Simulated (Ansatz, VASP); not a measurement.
**Co in VASP and in Ansatz**

Contents of INCAR:

```
ALGO = Normal ; EDIFF = 1E-6
ENCUT = 600 ; GGA = RP
GGA_COMPAT = False ; ISIF = 2
ISMEAR = -1 ; ISPIN = 2
LASPH = True ; LCHARG = False
LMAXMIX = 4 ; LORBIT = 11
LREAL = False ; LWAVE = False
MAGMOM = 2 2 ; NBANDS = 28
NELM = 200 ; PREC = Accurate
SIGMA = 0.05
```

KPOINTS

```
k-points
0
Gamma
  12 12 7
```

POSCAR

```
Co
1.0
    2.4719999032      0.0000000000      0.0000000000
   -1.2359999516      2.1408147143      0.0000000000
    0.0000000000      0.0000000000      4.0211440800
Co
2
Direct
    0.6666666667      0.3333333333      0.7500000000
    0.3333333333      0.6666666667      0.2500000000
```

Contents of input.yaml:

```yaml
crystal:
  lattice:
    - [2.4719999032, 0.0, 0.0]
    - [-1.2359999516, 2.1408147143, 0.0]
    - [0.0, 0.0, 4.02114408]
  atoms:
    - { symbol: Co, position: [0.6666666667, 0.3333333333, 0.75], spin: 2.0 }
    - { symbol: Co, position: [0.3333333333, 0.6666666667, 0.25], spin: 2.0 }
hamiltonian:
  xc: rpbe
  pseudopotentials: { kind: paw }
magnetization:
  spin_polarized: true
kpoints:
  mp_grid: { grid: [12, 12, 7] }
  band_path:
    path:
      - [[0.0, 0.0, 0.0], [0.5, 0.0, 0.0], [0.3333333333, 0.3333333333, 0.0], [0.0, 0.0, 0.0], [0.0, 0.0, 0.5], [0.5, 0.0, 0.5], [0.3333333333, 0.3333333333, 0.5], [0.0, 0.0, 0.5]]
      - [[0.5, 0.0, 0.5], [0.5, 0.0, 0.0]]
      - [[0.3333333333, 0.3333333333, 0.0], [0.3333333333, 0.3333333333, 0.5]]
    npoints: 14
scf:
  occupations: { method: fermi_dirac, width: 0.05 }
  n_extra_bands: 6
output:
  forces: true
  stress: true
  eigenvalues: true
  fatbands: false
  write_density: true
  write_potential: true
  elf: true
  volumetric_format: npy
```

Alike in both runs: functional RPBE; k mesh 12 × 12 × 7; occupations fermi-dirac, width 0.05 eV; collinear spin.

```csv
,VASP,Ansatz
version,VASP 6.6.1,Ansatz 0.2.0
potentials or method,"VASP PAW PBE potentials, release 64 (Co_sv)",Ansatz PAW
plane-wave cutoff (eV),600,420
valence electrons in the cell,34,34
task,single point,band structure
```

```tsv
	VASP	Ansatz	Ansatz less VASP
gap on the k mesh at the Fermi level (eV)	none	none	-
pressure (GPa)	6.7	10.9	+4.19
traceless stress, the component that is largest in VASP (GPa)	-1.86	-1.84	+0.016
net moment per atom (μB)	1.62	1.62	0.000
size of the moment on the site where the two differ most (μB)	1.70	1.70	+0.003
```

VASP's potentials were made for PBE, not for RPBE. Site moments also hang on the region over which each program counts them. A gap of «none» marks a metal or a gap that the smearing closes. One of these differences is far larger than is usual between the two programs; its cause wasn't traced.
